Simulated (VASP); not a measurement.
# MgO (Cm) in VASP: notebook, part 2 of 2

VASP 6.6.1. Earlier steps stand in the parts before.

### Step 3. Single point, PBE (atoms displaced along a vibrational mode)

The input, INCAR:

```
PREC = Accurate
ENCUT = 520
EDIFF = 1E-6
ISMEAR = 0
SIGMA = 0.05
LREAL = False
LASPH = True
NELM = 80
ALGO = Normal
ISIF = 2
LWAVE = False
LCHARG = True
GGA = PE
LELF = True
LVHAR = True
NBANDS = 26
```

The input, KPOINTS:

```
Automatic mesh
0
Gamma
  8 8 8
```

The input, POSCAR:

```
MgO
1.0
    3.5213164963      0.0000000000      0.0000000000
    1.7606582482     -3.0495495405     -4.2393824239
    1.7606582481      3.0495495406     -4.2393824239
Mg O
4 4
Direct
    0.8748768747      0.4584564589      0.7917897916
    0.3863027471      0.9470305858      0.2803639199
    0.1305898107      0.5464882297      0.1923321488
    0.6305898111      0.0256654818      0.7131548959
    0.6165081971      0.7115795929      0.0554040129
    0.1165081971      0.2220706795      0.5449129264
    0.3671265375      0.2995401290      0.9662067960
    0.8658898567      0.8007768102      0.4674434764
```

Potentials or basis: VASP PAW PBE potentials, release 64 (Mg, O).

On the command line:

```sh
cat potpaw_PBE.64/Mg/POTCAR potpaw_PBE.64/O/POTCAR > POTCAR
mpirun -np 1 vasp_std > vasp.out
```

OUTCAR:

```text
PREC = Accurate
   ENCUT = 520
   EDIFF = 1E-6
   ISMEAR = 0
   LREAL = False
   LASPH = True
   NELM = 80
   ISIF = 2
   GGA = PE

 ion  position               nearest neighbor table
   1  0.875  0.458  0.792-   7 2.03   7 2.03   8 2.03   6 2.05   5 2.19   4 2.86   3 2.88   3 2.88
                             4 2.99   4 2.99   3 3.02   2 3.52   2 3.52   2 3.52   2 3.52
   2  0.386  0.947  0.280-   5 1.95   7 2.04   8 2.04   8 2.04   6 2.29   4 2.86   3 2.88   3 2.88
                             4 2.99   4 2.99   3 3.02   1 3.52   1 3.52   1 3.52   1 3.52
   3  0.131  0.546  0.192-   5 1.99   5 1.99   7 2.01   6 2.07   8 2.25   2 2.88   2 2.88   1 2.88
                             1 2.88   1 3.02   2 3.02   4 3.41   4 3.41   4 3.63   4 3.63
   4  0.631  0.026  0.713-   8 2.00   5 2.01   6 2.09   6 2.09   7 2.23   1 2.86   2 2.86   2 2.99
                             2 2.99   1 2.99   1 2.99   3 3.41   3 3.41   3 3.63   3 3.63
   5  0.617  0.712  0.055-   2 1.95   3 1.99   3 1.99   4 2.01   1 2.19
   6  0.117  0.222  0.545-   1 2.05   3 2.07   4 2.09   4 2.09   2 2.29
   7  0.367  0.300  0.966-   3 2.01   1 2.03   1 2.03   2 2.04   4 2.23
   8  0.866  0.801  0.467-   4 2.00   1 2.03   2 2.04   2 2.04   3 2.25

  LATTYP: Found a body centered orthorhombic cell.
[... 208 lines left out ...]
      3     -14.0953      2.00000
      4     -13.4412      2.00000
      5      -2.1791      2.00000
      6      -2.0213      2.00000
[... 685 lines left out ...]
     25      14.4472      0.00000
     26      14.7295      0.00000

 [... further k-points ...]

------------------------ aborting loop because EDIFF is reached ----------------------------------------

  FORCE on cell =-STRESS in cart. coord.  units (eV):
  Direction    XX          YY          ZZ          XY          YZ          ZX
  --------------------------------------------------------------------------------------
  -------------------------------------------------------------------------------------
  Total       -0.2118118     -0.5830774      2.0936218      0.0000000      0.0141262     -0.0000000
  in kB       -3.7272409    -10.2603808     36.8413448      0.0000000      0.2485772     -0.0000000
  external PRESSURE =       7.6179077 kB  Pullay stress =       0.0000000 kB

 VOLUME and BASIS-vectors are now :
 -----------------------------------------------------------------------------
  energy-cutoff  :      520.00
  volume of cell :       91.05
      direct lattice vectors                 reciprocal lattice vectors
     3.521316496  0.000000000  0.000000000     0.283984697  0.000000000  0.117941707
     1.760658248 -3.049549541 -4.239382424     0.000000000 -0.163958642 -0.117941707
     1.760658248  3.049549541 -4.239382424     0.000000000  0.163958642 -0.117941707

 POSITION                                       TOTAL-FORCE (eV/Angst)
 -----------------------------------------------------------------------------------
      5.28197      1.01652     -5.30027        -0.000000      0.010973      0.508677
      3.52132     -2.03303     -5.20339        -0.000000      0.033580     -1.719200
      1.76066     -1.08002     -3.13214        -0.000000      1.314820     -0.521243
      3.52132      2.09653     -3.13214         0.000000     -1.356056     -0.610980
      3.52132     -2.00104     -3.25154         0.000000     -0.442566      0.825014
      1.76066      0.98452     -3.25154        -0.000000      0.444474      0.375043
      3.52132      2.03303     -5.36599        -0.000000      0.005055      0.486238
      5.28197     -1.01652     -5.37647         0.000000     -0.010280      0.656451
 -----------------------------------------------------------------------------------
    total drift:                                0.000004     -0.000129      0.002791

  FREE ENERGIE OF THE ION-ELECTRON SYSTEM (eV)
  ---------------------------------------------------
  free  energy   TOTEN  =       -47.0672455285 eV

  energy  without entropy=      -47.0672455285  energy(sigma->0) =      -47.06724553
```

Run time: 12 min. Hardware: 1 thread of AMD EPYC 7R13, shared host; peak memory 0.38 GiB.

Results:

```
Free energy            : -47.0672 eV
Pressure               : 0.8 GPa
Largest force          : 1.720 eV/Å
Band gap on the k mesh : 3.08 eV
```

Forces in eV/Å, atoms in the order of the input:
```
Mg   0.000  0.011  0.509
Mg   0.000  0.034 -1.719
Mg   0.000  1.315 -0.521
Mg   0.000 -1.356 -0.611
O    0.000 -0.443  0.825
O    0.000  0.444  0.375
O    0.000  0.005  0.486
O    0.000 -0.010  0.656
```

Caveat: the cell differs from its parent crystal (atoms displaced along a vibrational mode); forces of over 1 eV/Å act on the atoms, so gaps and moduli don't describe the material at rest.

### Step 4. Single point, PBE (atoms displaced along a vibrational mode)

The input, INCAR:

```
SYSTEM = MgO
ALGO = Normal
EDIFF = 1E-6
ENCUT = 520
GGA = PE
ISIF = 2
ISMEAR = 0
LASPH = .True.
LCHARG = .False.
LREAL = .False.
LWAVE = .False.
NBANDS = 26
NELM = 60
PREC = Accurate
SIGMA = 0.05
```

The input, KPOINTS:

```
k-points
0
Gamma
  8 8 8
  0 0 0
```

The input, POSCAR:

```
MgO
1.0
    3.5213164963      0.0000000000      0.0000000000
    1.7606582482     -3.0495495405     -4.2393824239
    1.7606582481      3.0495495406     -4.2393824239
Mg O
4 4
Direct
    0.8749339390      0.4583993945      0.7917327275
    0.3806558719      0.9526774612      0.2860107949
    0.1277949054      0.5440856461      0.2003245431
    0.6277949056      0.0336578763      0.7107523125
    0.6207540986      0.7099523328      0.0485394701
    0.1207540985      0.2152061368      0.5432856662
    0.3710637556      0.2956029110      0.9622695778
    0.8704444415      0.7962222253      0.4628888917
```

Potentials or basis: VASP PAW PBE potentials, release 64 (Mg, O).

On the command line:

```sh
cat potpaw_PBE.64/Mg/POTCAR potpaw_PBE.64/O/POTCAR > POTCAR
mpirun -np 1 vasp_std > vasp.out
```

OUTCAR:

```text
SYSTEM = MgO
   EDIFF = 1E-6
   ENCUT = 520
   GGA = PE
   ISIF = 2
   ISMEAR = 0
   LASPH = .True.
   LREAL = .False.
   NELM = 60
   PREC = Accurate

 ion  position               nearest neighbor table
   1  0.875  0.458  0.792-   7 2.03   7 2.03   8 2.03   6 2.08   5 2.16   4 2.90   3 2.91   3 2.91
                             4 2.97   4 2.97   3 2.98   2 3.52   2 3.52   2 3.52   2 3.52
   2  0.381  0.953  0.286-   7 2.03   8 2.03   8 2.03   5 2.04   6 2.20   4 2.90   3 2.91   3 2.91
                             4 2.97   4 2.97   3 2.98   1 3.52   1 3.52   1 3.52   1 3.52
   3  0.128  0.544  0.200-   5 2.01   5 2.01   6 2.05   7 2.06   8 2.18   2 2.91   2 2.91   1 2.91
                             1 2.91   1 2.98   2 2.98   4 3.47   4 3.47   4 3.58   4 3.58
   4  0.628  0.034  0.711-   5 2.02   8 2.06   6 2.06   6 2.06   7 2.18   1 2.90   2 2.90   2 2.97
                             2 2.97   1 2.97   1 2.97   3 3.47   3 3.47   3 3.58   3 3.58
   5  0.621  0.710  0.049-   3 2.01   3 2.01   4 2.02   2 2.04   1 2.16
   6  0.121  0.215  0.543-   3 2.05   4 2.06   4 2.06   1 2.08   2 2.20
   7  0.371  0.296  0.962-   1 2.03   1 2.03   2 2.03   3 2.06   4 2.18
   8  0.870  0.796  0.463-   1 2.03   2 2.03   2 2.03   4 2.06   3 2.18

  LATTYP: Found a body centered orthorhombic cell.
 ALAT       =     3.5213164963
 B/A-ratio  =     1.7320508076
 C/A-ratio  =     2.4078394705

  Lattice vectors:

 A1 = (  -1.7606582482,   3.0495495405,   4.2393824239)
 A2 = (   1.7606582482,  -3.0495495406,   4.2393824239)
 A3 = (   1.7606582481,   3.0495495406,  -4.2393824239)

Analysis of symmetry for initial positions (statically):
=====================================================================
 Subroutine PRICEL returns:
 Original cell was already a primitive cell.

 Routine SETGRP: Setting up the symmetry group for a
 body centered orthorhombic supercell.

 Subroutine GETGRP returns: Found  2 space group operations
 (whereof  2 operations were pure point group operations)
 out of a pool of  8 trial point group operations.

The static configuration has the point symmetry C_1h.

Analysis of symmetry for dynamics (positions and initial velocities):
=====================================================================
 Subroutine PRICEL returns:
 Original cell was already a primitive cell.
[... 151 lines left out ...]
 non-spin polarized calculation
 Gauss-broadening in eV      SIGMA  =   0.05
  energy-cutoff  :      520.00
  volume of cell :       91.05
 maximum number of plane-waves:      2484
 NGX is ok and might be reduce to    28
   NGX = 13   NGY = 21   NGZ = 21

 number of electron      32.0000006 magnetization

 Free energy of the ion-electron system (eV)
  ---------------------------------------------------
  ext. energy  EPLUGINS =         0.00000000
  ---------------------------------------------------
  free energy    TOTEN  =       -47.28136379 eV

  energy without entropy =      -47.28136379  energy(sigma->0) =      -47.28136379

 E-fermi :   2.1024     XC(G=0):  -9.9226

 val. band max:        1.8273569149   @ k =   0.0000   0.0000   0.0000
 cond. band min:       5.0348758004   @ k =   0.0000   0.0000   0.0000
 fundamental gap:      3.2075188855
 Fermi energy:         2.1023688912

 k-point     1 :       0.0000    0.0000    0.0000
  band No.  band energies     occupation
      1     -15.0471      2.00000
      2     -14.1378      2.00000
      3     -14.0884      2.00000
      4     -13.6133      2.00000
      5      -2.0432      2.00000
      6      -1.9804      2.00000
[... 685 lines left out ...]
     25      14.5185      0.00000
     26      14.7190      0.00000

 [... further k-points ...]

------------------------ aborting loop because EDIFF is reached ----------------------------------------

  FORCE on cell =-STRESS in cart. coord.  units (eV):
  Direction    XX          YY          ZZ          XY          YZ          ZX
  --------------------------------------------------------------------------------------
  -------------------------------------------------------------------------------------
  Total       -0.2767800     -0.3718973      0.2208384      0.0000000      0.0017077     -0.0000000
  in kB       -4.8704823     -6.5442551      3.8860805      0.0000000      0.0300506     -0.0000000
  external PRESSURE =      -2.5095523 kB  Pullay stress =       0.0000000 kB

 VOLUME and BASIS-vectors are now :
 -----------------------------------------------------------------------------
  energy-cutoff  :      520.00
  volume of cell :       91.05
      direct lattice vectors                 reciprocal lattice vectors
     3.521316496  0.000000000  0.000000000     0.283984697  0.000000000  0.117941707
     1.760658248 -3.049549541 -4.239382424     0.000000000 -0.163958642 -0.117941707
     1.760658248  3.049549541 -4.239382424     0.000000000  0.163958642 -0.117941707

 POSITION                                       TOTAL-FORCE (eV/Angst)
 -----------------------------------------------------------------------------------
      5.28197      1.01652     -5.29979        -0.000000      0.002660      0.261344
      3.52132     -2.03303     -5.25127        -0.000000      0.009067     -0.794807
      1.76066     -1.04832     -3.15584        -0.000000      0.672491     -0.250898
      3.52132      2.06483     -3.15584         0.000000     -0.682975     -0.273061
      3.52132     -2.01701     -3.21554         0.000000     -0.226099      0.319406
      1.76066      1.00049     -3.21554        -0.000000      0.226155      0.213008
      3.52132      2.03303     -5.33260        -0.000000      0.000973      0.222939
      5.28197     -1.01652     -5.33785         0.000000     -0.002272      0.302070
 -----------------------------------------------------------------------------------
    total drift:                                0.000067      0.000088     -0.000063

  FREE ENERGIE OF THE ION-ELECTRON SYSTEM (eV)
  ---------------------------------------------------
  free  energy   TOTEN  =       -47.2813637866 eV

  energy  without entropy=      -47.2813637866  energy(sigma->0) =      -47.28136379
```

OSZICAR:

```text
N       E                     dE             d eps       ncg     rms          rms(c)
DAV:   1     0.156409576055E+03    0.15641E+03   -0.15131E+04  7800   0.110E+03
DAV:   2    -0.430859496824E+02   -0.19950E+03   -0.18733E+03 10150   0.242E+02
DAV:   3    -0.551756589298E+02   -0.12090E+02   -0.12025E+02 10374   0.613E+01
DAV:   4    -0.552574942534E+02   -0.81835E-01   -0.81802E-01  9056   0.581E+00
DAV:   5    -0.552580242082E+02   -0.52995E-03   -0.52986E-03 10378   0.466E-01    0.158E+01
DAV:   6    -0.474002527680E+02    0.78578E+01   -0.27837E+01  9110   0.307E+01    0.516E+00
DAV:   7    -0.473151803778E+02    0.85072E-01   -0.52021E-01  8708   0.432E+00    0.304E+00
DAV:   8    -0.472856108349E+02    0.29570E-01   -0.20367E-01  9038   0.406E+00    0.716E-01
DAV:   9    -0.472802865221E+02    0.53243E-02   -0.41282E-02 10396   0.129E+00    0.225E-01
DAV:  10    -0.472810947752E+02   -0.80825E-03   -0.25725E-03  8380   0.364E-01    0.493E-02
DAV:  11    -0.472813562857E+02   -0.26151E-03   -0.28325E-04  8734   0.111E-01    0.255E-02
DAV:  12    -0.472813629144E+02   -0.66287E-05   -0.18944E-05 10234   0.312E-02    0.156E-02
DAV:  13    -0.472813635007E+02   -0.58632E-06   -0.13283E-05  8440   0.260E-02    0.264E-03
DAV:  14    -0.472813637866E+02   -0.28586E-06   -0.85468E-07  6686   0.680E-03
   1 F= -.47281364E+02 E0= -.47281364E+02  d E =-.400473E-17
```

Run time: 11 min. Hardware: 1 thread of AMD EPYC 7R13, shared host; peak memory 0.38 GiB.

Results:

| Property | Result |
| --- | --- |
| Free energy | -47.2814 eV |
| Pressure | -0.3 GPa |
| Largest force | 0.795 eV/Å |
| Band gap on the k mesh | 3.21 eV |

Forces on the atoms (eV/Å):
```
Mg   0.000  0.003  0.261
Mg   0.000  0.009 -0.795
Mg   0.000  0.672 -0.251
Mg   0.000 -0.683 -0.273
O    0.000 -0.226  0.319
O    0.000  0.226  0.213
O    0.000  0.001  0.223
O    0.000 -0.002  0.302
```

Stress tensor (GPa, compression positive):
```
-0.49  0.00  0.00
 0.00 -0.65  0.00
 0.00  0.00  0.39
```

Levels at points of the mesh, in eV from the valence-band top:
```csv
k point,band 12,band 13,band 14,band 15,band 16,band 17,band 18,band 19,band 20,band 21
"(0.00, 0.00, 0.00)",-0.96,-0.86,-0.75,-0.66,0.00,3.21,7.16,7.16,9.14,11.49
"(0.50, 0.00, 0.00)",-1.34,-1.15,-1.14,-0.67,-0.45,6.82,7.12,8.55,8.68,9.85
"(0.00, 0.50, 0.00)",-1.58,-1.01,-0.71,-0.61,-0.31,5.44,5.68,8.52,8.62,10.69
"(0.00, 0.00, 0.50)",-1.58,-1.01,-0.71,-0.60,-0.31,5.45,5.68,8.52,8.61,10.71
"(0.50, 0.50, 0.00)",-1.47,-1.33,-0.86,-0.75,-0.50,6.74,7.15,7.27,8.68,9.70
"(0.00, 0.50, 0.50)",-1.29,-1.27,-1.24,-1.23,-0.50,6.17,6.22,6.91,8.69,9.69
```

Caveat: the cell differs from its parent crystal (atoms displaced along a vibrational mode).

### Step 5. The runs side by side

```csv
cell,gap on the mesh (eV),pressure (GPa),largest force (eV/Å)
"as given, atomic positions A",3.20,-0.4,0.70
"as given, atomic positions B",3.08,0.8,1.72
"as given, atomic positions C",3.21,-0.3,0.79
```

Alike in all rows: task single point; level PBE; potentials or basis VASP PAW PBE potentials, release 64 (Mg, O); no spin polarisation; k mesh 8 × 8 × 8; cutoff (eV) 520; smearing gaussian 0.05 eV.

Caveats: forces of over 1 eV/Å act on the atoms, so gaps and moduli don't describe the material at rest (at least some runs).

Total energies depend on the potentials used, so only differences within one code and one set of settings carry meaning.
